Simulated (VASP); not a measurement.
# CuO in VASP: single point with PBEsol

Aim: the single point of CuO with PBEsol.

All numbers are computed with VASP 6.6.1; they aren't measurements. Logs are shortened: lines on timing, memory, paths and dates and some standing lists are left out, and cuts for length are marked.

### 1 The cell of the first run

The typed cell holds 4 atoms: a = 2.894 Å, b = 2.894 Å, c = 5.092 Å, α = 89.99°, β = 89.99°, γ = 89.92°.

### 2 Single point, PBEsol

INCAR reads:

```
PREC = Accurate
ENCUT = 520
EDIFF = 1E-7
ISMEAR = 0
SIGMA = 0.1
LREAL = F
LASPH = T
NELM = 80
ALGO = Normal
ISIF = 2
LWAVE = F
LCHARG = F
GGA = PS
NBANDS = 25
```

KPOINTS reads:

```
Automatic mesh
0
Gamma
  16 16 8
```

POSCAR reads:

```
CuO
1.0
    2.0415069886     -2.0450175662      0.1616302030
    2.0415069886      2.0450175662      0.1616302030
   -0.4005120272      0.0000000000      5.0760998887
Cu O
2 2
Direct
   -0.0057207146      0.4941788747      0.0018489236
    0.4941788747     -0.0057207146      0.5018489236
    0.4941658755      0.4943759644      0.2518510764
    0.4943759644      0.4941658755      0.7518510764
```

Potentials or basis: VASP PAW PBE potentials, release 64 (Cu, O).

The run is started by

```
$ cat potpaw_PBE.64/Cu/POTCAR potpaw_PBE.64/O/POTCAR > POTCAR
$ mpirun -np 1 vasp_std > vasp.out
```

OUTCAR:

```text
PREC = Accurate
   ENCUT = 520
   EDIFF = 1E-7
   ISMEAR = 0
   LREAL = F
   LASPH = T
   NELM = 80
   ISIF = 2
   GGA = PS

 ion  position               nearest neighbor table
   1  0.994  0.494  0.002-   3 1.93   4 1.93   4 1.93   3 1.93
   2  0.494  0.994  0.502-   4 1.93   3 1.93   3 1.93   4 1.93
   3  0.494  0.494  0.252-   1 1.93   2 1.93   2 1.93   1 1.93
   4  0.494  0.494  0.752-   2 1.93   1 1.93   1 1.93   2 1.93

  LATTYP: Found a base centered monoclinic cell.
 ALAT       =     4.0957905742
 B/A-ratio  =     0.9985947910
 C/A-ratio  =     1.2431973233
 COS(beta)  =    -0.0002688006

  Lattice vectors:

 A1 = (  -2.0415069886,   2.0450175662,  -0.1616302030)
 A2 = (  -2.0415069886,  -2.0450175662,  -0.1616302030)
 A3 = (  -0.4005120272,   0.0000000000,   5.0760998887)

Analysis of symmetry for initial positions (statically):
=====================================================================
 Subroutine PRICEL returns:
 Original cell was already a primitive cell.

 Routine SETGRP: Setting up the symmetry group for a
 base centered monoclinic supercell.

 Subroutine GETGRP returns: Found  2 space group operations
 (whereof  1 operations were pure point group operations)
 out of a pool of  4 trial point group operations.

The static configuration has the point symmetry C_1 .
 The point group associated with its full space group is C_1h.

Analysis of symmetry for dynamics (positions and initial velocities):
=====================================================================
 Subroutine PRICEL returns:
 Original cell was already a primitive cell.

 Routine SETGRP: Setting up the symmetry group for a
 base centered monoclinic supercell.

 Subroutine GETGRP returns: Found  2 space group operations
 (whereof  1 operations were pure point group operations)
 out of a pool of  4 trial point group operations.

The dynamic configuration has the point symmetry C_1 .
 The point group associated with its full space group is C_1h.

 Subroutine INISYM returns: Found  2 space group operations
 (whereof  1 operations are pure point group operations),
 and found     1 'primitive' translations

----------------------------------------------------------------------------------------

                                     Primitive cell
[... 87 lines left out ...]
   ISTART =      0    job   : 0-new  1-cont  2-samecut
   ICHARG =      2    charge: 1-file 2-atom 10-const
   ISPIN  =      1    spin polarized calculation?
   LNONCOLLINEAR =      F non collinear calculations
   LSORBIT =      F    spin-orbit coupling
   LASPH  =      T    aspherical Exc in radial PAW
   ENCUT  =  520.0 eV  38.22 Ry    6.18 a.u.   5.38  5.38  9.47*2*pi/ulx,y,z
   NELM   =     80;   NELMIN=  2; NELMDL= -5     # of ELM steps
   EDIFF  = 0.1E-06   stopping-criterion for ELM
   LREAL  =      F    real-space projection
   EDIFFG = 0.1E-05   stopping-criterion for IOM
   NSW    =      0    number of steps for IOM
   IBRION =     -1    ionic relax: 0-MD 1-quasi-New 2-CG
   NFREE  =      0    steps in history (QN), initial steepest desc. (CG)
   ISIF   =      2    stress and relaxation
   ISYM   =      2    0-nonsym 1-usesym 2-fastsym
   POTIM  = 0.5000    time-step for ionic-motion
   TEBEG  =    0.0;   TEEND  =   0.0 temperature during run
   PSTRESS=    0.0 pullay stress
   NELECT =      34.0000    total number of electrons
   NUPDOWN=      -1.0000    fix difference up-down
   EMIN   =  10.00;   EMAX   =-10.00  energy-range for DOS
   EFERMI =   0.00;   METHOD = LEGACY
   ISMEAR =     0;   SIGMA  =   0.10  broadening in eV -4-tet -1-fermi 0-gaus
   EFERMI_NEDOS =   21; number of points for ismear=-14 and -15
   IALGO  =     38    algorithm
   IMIX   =      4    mixing-type and parameters
     AMIX     =   0.40;   BMIX     =  1.00
     AMIX_MAG =   1.60;   BMIX_MAG =  1.00
  volume/ion in A,a.u.               =      10.66        71.95
  Fermi-wavevector in a.u.,A,eV,Ry     =   1.517971  2.868550 31.351053  2.304237
  Thomas-Fermi vector in A             =   2.627155
   LORBIT       =      0    0 simple, 1 ext, 2 COOP (PROOUT), +10 PAW based schemes
   GGA     = PS    functional components
   LHFCALC =     F    Hartree Fock is set to
   AEXX    =    0.0000 exact exchange contribution
   IVDW    =     0    specifies the selected vdW correction
   LEPSILON=     F    determine dielectric tensor
   LRPA    =     F    only Hartree local field effects (RPA)
 non-spin polarized calculation
 Gauss-broadening in eV      SIGMA  =   0.10
  energy-cutoff  :      520.00
  volume of cell :       42.65
 maximum number of plane-waves:      1171
 NGX is ok and might be reduce to    24
   NGX = 11   NGY = 11   NGZ = 19

 number of electron      33.9999998 magnetization

 Free energy of the ion-electron system (eV)
  ---------------------------------------------------
  ext. energy  EPLUGINS =         0.00000000
  ---------------------------------------------------
  free energy    TOTEN  =       -21.48272793 eV

  energy without entropy =      -21.47071226  energy(sigma->0) =      -21.47672010

 E-fermi :   5.2327     XC(G=0): -11.8069

 val. band max:        5.2316553358   @ k =  -0.4375   0.3125   0.3750
 cond. band min:       5.2363145888   @ k =  -0.3750  -0.4375   0.3750
 fundamental gap:      0.0046592529
 Fermi energy:         5.2327131333

 k-point     1 :       0.0000    0.0000    0.0000
  band No.  band energies     occupation
      1     -14.8617      2.00000
      2     -13.4277      2.00000
      3      -3.3361      2.00000
      4      -0.5020      2.00000
      5      -0.4990      2.00000
      6       1.2531      2.00000
[... 661 lines left out ...]
     24      20.0169      0.00000
     25      20.1292      0.00000

 [... further k-points ...]
[... 5 lines left out ...]
  --------------------------------------------------------------------------------------
  -------------------------------------------------------------------------------------
  Total        0.1642425      0.1674857      0.2872403      0.0000000      0.0000000     -0.0080047
  in kB        6.1699788      6.2918105     10.7905431      0.0000000      0.0000000     -0.3007058
  external PRESSURE =       7.7507775 kB  Pullay stress =       0.0000000 kB

 VOLUME and BASIS-vectors are now :
 -----------------------------------------------------------------------------
  energy-cutoff  :      520.00
  volume of cell :       42.65
      direct lattice vectors                 reciprocal lattice vectors
     2.041506989 -2.045017566  0.161630203     0.243396666 -0.244496677  0.019204368
     2.041506989  2.045017566  0.161630203     0.243396666  0.244496677  0.019204368
    -0.400512027  0.000000000  5.076099889    -0.015500188  0.000000000  0.195778651

 POSITION                                       TOTAL-FORCE (eV/Angst)
 -----------------------------------------------------------------------------------
      3.03796     -1.02271      0.24997         0.000185      0.001242      0.000696
      2.83770      1.02271      2.78802         0.000185     -0.001242      0.000696
      1.91725      0.00043      1.43820        -0.000185     -0.000709     -0.000696
      1.71699     -0.00043      3.97625        -0.000185      0.000709     -0.000696
 -----------------------------------------------------------------------------------
    total drift:                               -0.001689      0.000000      0.001110

  FREE ENERGIE OF THE ION-ELECTRON SYSTEM (eV)
  ---------------------------------------------------
  free  energy   TOTEN  =       -21.4827279318 eV

  energy  without entropy=      -21.4707122583  energy(sigma->0) =      -21.47672010
```

OSZICAR:

```text
N       E                     dE             d eps       ncg     rms          rms(c)
DAV:   1     0.297951208801E+03    0.29795E+03   -0.16358E+04 29206   0.212E+03
DAV:   2     0.105305237826E+02   -0.28742E+03   -0.26493E+03 28126   0.394E+02
DAV:   3    -0.263594628792E+02   -0.36890E+02   -0.34959E+02 35132   0.157E+02
DAV:   4    -0.276268786943E+02   -0.12674E+01   -0.12608E+01 34412   0.310E+01
DAV:   5    -0.276506838072E+02   -0.23805E-01   -0.23791E-01 36089   0.379E+00    0.179E+01
DAV:   6    -0.253555353729E+02    0.22951E+01   -0.39590E+01 39830   0.160E+02    0.138E+01
DAV:   7    -0.214342456011E+02    0.39213E+01   -0.10730E+01 33790   0.118E+02    0.252E+00
DAV:   8    -0.215272048012E+02   -0.92959E-01   -0.14972E+00 29244   0.824E+00    0.165E+00
DAV:   9    -0.214877820923E+02    0.39423E-01   -0.55538E-02 41160   0.596E+00    0.498E-01
DAV:  10    -0.214842120005E+02    0.35701E-02   -0.12905E-02 38655   0.136E+00    0.387E-01
DAV:  11    -0.214826933732E+02    0.15186E-02   -0.70769E-03 41768   0.808E-01    0.606E-02
DAV:  12    -0.214827069194E+02   -0.13546E-04   -0.44597E-04 40359   0.256E-01    0.448E-02
DAV:  13    -0.214827293512E+02   -0.22432E-04   -0.29933E-05 39410   0.641E-02    0.970E-03
DAV:  14    -0.214827282470E+02    0.11042E-05   -0.21413E-06 43363   0.385E-02    0.615E-03
DAV:  15    -0.214827279258E+02    0.32120E-06   -0.22488E-06 42921   0.158E-02    0.507E-04
DAV:  16    -0.214827279318E+02   -0.60427E-08   -0.77783E-08 16977   0.279E-03
   1 F= -.21482728E+02 E0= -.21476720E+02  d E =-.120157E-01
```

stdout:

```text
POSCAR found type information on POSCAR CuO
 POSCAR found :  2 types and       4 ions
 scaLAPACK will be used
 -----------------------------------------------------------------------------
|                                                                             |
|                                                                             |
|     You enforced a specific xc type in the INCAR file but a different       |
|     I HOPE YOU KNOW WHAT YOU ARE DOING!                                     |
|                                                                             |
 -----------------------------------------------------------------------------

 LDA part: xc-table for (Slater+PW92), standard interpolation
 POSCAR, INCAR and KPOINTS ok, starting setup
 FFT: planning ... GRIDC
 FFT: planning ... GRID_SOFT
 FFT: planning ... GRID
 WAVECAR not read
 entering main loop
```

It took 3.6 min on 1 thread of Intel Xeon 6975P-C (Granite Rapids), shared host; peak memory 0.55 GiB.

What came out:

| Quantity | Value |
| --- | --- |
| Free energy | -21.4827 eV |
| Pressure | 0.8 GPa |
| Band gap on the k mesh | zero (band 17 reaches 5.92 eV, above the bottom of band 18 at 4.71 eV) |

Levels at points of the mesh, in eV from the Fermi level:
| k point | band 15 | band 16 | band 17 | band 18 | band 19 | band 20 |
| --- | --- | --- | --- | --- | --- | --- |
| (0.00, 0.00, 0.00) | -2.41 | -2.01 | 0.69 | 0.69 | 1.45 | 6.00 |
| (0.50, 0.00, 0.00) | -1.66 | -1.58 | 0.22 | 0.46 | 3.50 | 5.94 |
| (0.50, 0.50, 0.00) | -1.66 | -1.25 | -1.25 | 1.17 | 1.87 | 7.13 |
| (0.00, 0.00, 0.50) | -1.63 | -1.63 | 0.08 | 0.08 | 3.51 | 3.51 |
| (0.50, 0.00, 0.50) | -2.12 | -1.91 | -0.15 | 0.69 | 4.18 | 5.95 |
| (0.50, 0.50, 0.50) | -1.48 | -1.48 | -0.53 | -0.53 | 3.81 | 3.81 |

Caveat: the PAW data sets were made with another functional, which shifts forces and pressure a little; semilocal functionals often make such compounds metallic where correlation or magnetic order opens a gap, which also shifts bond lengths. With open d or f shells a metallic result of PBEsol can be an artefact of self-interaction; +U or a hybrid may open a gap.
